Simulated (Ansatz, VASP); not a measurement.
# Os: VASP beside Ansatz

```xyz
2
Lattice="2.6657 0.0000 0.0000 -1.3329 2.3086 0.0000 0.0000 0.0000 4.5357" Properties=species:S:1:pos:R:3 pbc="T T T"
Os    0.0000    1.5391    1.1339
Os    1.3329    0.7695    3.4018
```

Change from the starting cell: strain -0.025 along x and y, +0.050 along z, atoms carried along.

Alike in both runs: task single point; functional PBEsol; k mesh 18 × 18 × 12; occupations gaussian, width 0.15 eV; no spin polarisation.

```csv
,VASP,Ansatz
version,VASP 6.6.1,Ansatz 0.2.0
potentials or method,"VASP PAW PBE potentials, release 64 (Os), cutoff 520 eV","scalar-relativistic, plane waves, PAW"
valence electrons in the cell,16,32
```

```tsv
	VASP	Ansatz	Ansatz less VASP
gap on the k mesh at the Fermi level (eV)	none	none	-
pressure (GPa)	0.0	-0.4	-0.44
traceless stress, the component that is largest in VASP (GPa)	-30.84	-30.94	-0.096
```

VASP's potentials were made for PBE, not for PBEsol. A gap of «none» marks a metal or a gap that the smearing closes. VASP's potentials hold 16 valence electrons a cell and Ansatz's 32, so a difference there can come from the potentials and not from the codes.

Neither program's run includes spin-orbit coupling.
